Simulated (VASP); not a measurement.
Set up this calculation in VASP 6.6.1, as the native input.

* Task: single point
* Functional: r2SCAN
* Potentials or basis: VASP PAW PBE potentials, release 64 (Pb_d, S)
* Cutoff: 520 eV
* k mesh: 5 × 5 × 5
* Occupations: fermi-dirac, width 0.1 eV
* Spin: no spin polarisation
* Dipole correction: no
* Further INCAR settings: ALGO = Normal; EDIFF = 1e-06; NBANDS = 17

The system is PbS.

```xyz
2
Lattice="0.0000 2.9723 2.9723 2.9723 0.0000 2.9723 2.9723 2.9723 0.0000" Properties=species:S:1:pos:R:3 pbc="T T T"
Pb    0.0000    0.0000    0.0000
S     2.9723    2.9723    2.9723
```

One way to write it, as run:

POSCAR

```
PbS
1.0
    0.0000000000      2.9723361800      2.9723361800
    2.9723361800      0.0000000000      2.9723361800
    2.9723361800      2.9723361800      0.0000000000
Pb S
1 1
Direct
    0.0000000000      0.0000000000      0.0000000000
    0.5000000000      0.5000000000      0.5000000000
```

INCAR.step1

```
SYSTEM = PbS
PREC     = Accurate       ! precision mode
ENCUT    = 520            ! plane-wave cutoff, eV
ISMEAR   = -1             ! smearing method
SIGMA    = 0.1            ! smearing width, eV
LREAL    = .False.        ! projectors in reciprocal space
LASPH    = .True.         ! aspherical terms in the spheres
NELM     = 100            ! most SCF steps
NBANDS   = 17             ! bands
GGA      = PE             ! functional
ALGO     = Normal         ! electronic algorithm
EDIFF    = 1E-4           ! SCF threshold, eV
LWAVE    = .True.         ! write WAVECAR
LCHARG   = .False.        ! write CHGCAR
```

INCAR.step2

```
SYSTEM = PbS
PREC     = Accurate       ! precision mode
ENCUT    = 520            ! plane-wave cutoff, eV
EDIFF    = 1E-6           ! SCF threshold, eV
ISMEAR   = -1             ! smearing method
SIGMA    = 0.1            ! smearing width, eV
LREAL    = .False.        ! projectors in reciprocal space
LASPH    = .True.         ! aspherical terms in the spheres
NELM     = 100            ! most SCF steps
ALGO     = Normal         ! electronic algorithm
ISIF     = 2              ! what is computed and relaxed
LWAVE    = .False.        ! write WAVECAR
LCHARG   = .False.        ! write CHGCAR
METAGGA  = R2SCAN         ! meta-GGA
LMIXTAU  = .True.       
NBANDS   = 17             ! bands
ISTART   = 1
```

KPOINTS

```
Automatic mesh
0
Gamma
  5 5 5
  0 0 0
```

Potentials or basis: VASP PAW PBE potentials, release 64 (Pb_d, S).

Command:

```console
$ cat potpaw_PBE.64/Pb_d/POTCAR potpaw_PBE.64/S/POTCAR > POTCAR
$ cp INCAR.step1 INCAR
$ mpirun -np 1 vasp_std > vasp.out
$ cp INCAR.step2 INCAR
$ mpirun -np 1 vasp_std > vasp.out
```

It gave:

- Pressure: 0.7 GPa

Caveat: the PAW data sets were made with another functional, which shifts forces and pressure a little.

It took 73 s on 1 thread of Intel Xeon 8259CL (shared host), peak memory 0.18 GiB.
